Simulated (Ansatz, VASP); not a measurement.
**Two plane-wave programs on SnSe2**

```
Sn Se
1.0
     3.79200    0.00000    0.00000
    -1.89600    3.28397    0.00000
     0.00000    0.00000    6.33440
Sn Se
1 2
Direct
  0.00000 0.00000 0.00000
  0.33333 0.66667 0.26513
  0.66667 0.33333 0.73487
```

Alike in both runs: task single point; functional PBE; dispersion D3(BJ); k mesh 12 × 12 × 6; occupations gaussian, width 0.03 eV; no spin polarisation.

|  | VASP | Ansatz |
| --- | --- | --- |
| version | VASP 6.6.1 | Ansatz 0.2.0 |
| potentials or method | VASP PAW PBE potentials, release 64 (Sn_d, Se), cutoff 500 eV | scalar-relativistic, plane waves, PAW |
| valence electrons in the cell | 26 | 46 |

Ansatz gave:

```
gap on the k mesh at the Fermi level (eV)                     : 0.28
least direct gap on the mesh (eV)                             : 0.92
pressure (GPa)                                                : -1.8
traceless stress, the component that is largest in VASP (GPa) : -3.00
rms of the force components (eV/Å)                            : 0.278
```

Task: Estimate VASP's values.

Result: gap on the k mesh at the Fermi level (eV): 0.28; least direct gap on the mesh (eV): 0.92; pressure (GPa): -1.7; traceless stress, the component that is largest in VASP (GPa): -2.98; rms of the force components (eV/Å): 0.273.

Atom by atom the forces differ by 0.006 eV/Å (rms over components). VASP's potentials hold 26 valence electrons a cell and Ansatz's 46, so a difference there can come from the potentials and not from the codes.
